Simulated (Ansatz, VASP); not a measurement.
# CaHfTe3: VASP beside Ansatz

```
Ca Hf Te
1.0
     5.59879    0.00000    0.00000
     0.00000    5.59879    0.00000
     0.00000    0.00000    5.59879
Ca Hf Te
1 1 3
Direct
  0.00000 0.00000 0.00000
  0.50000 0.50000 0.50000
  0.00000 0.50000 0.50000
  0.50000 0.00000 0.50000
  0.50000 0.50000 0.00000
```

Alike in both runs: functional PBE; k mesh 8 × 8 × 8; occupations gaussian, width 0.1 eV; no spin polarisation.

Ansatz relaxed the structure, and its values are those at the end. VASP's run is a single point on that final structure, the one shown.

|  | VASP | Ansatz |
| --- | --- | --- |
| version | VASP 6.6.1 | Ansatz 0.2.0 |
| potentials or method | VASP PAW PBE potentials, release 64 (Ca_sv, Hf_pv, Te), cutoff 520 eV | scalar-relativistic, plane waves, PAW |
| valence electrons in the cell | 38 | 84 |

VASP gave:

```
gap on the k mesh at the Fermi level (eV) : none
pressure (GPa)                            : -0.1
```

Question: Which values does Ansatz return?

Answer: gap on the k mesh at the Fermi level (eV): none; pressure (GPa): 0.0.

A gap of «none» marks a metal or a gap that the smearing closes. The functional is the same, so the differences come from potentials, cutoffs and numerics. VASP's potentials hold 38 valence electrons a cell and Ansatz's 84, so a difference there can come from the potentials and not from the codes.

Neither program's run includes spin-orbit coupling.
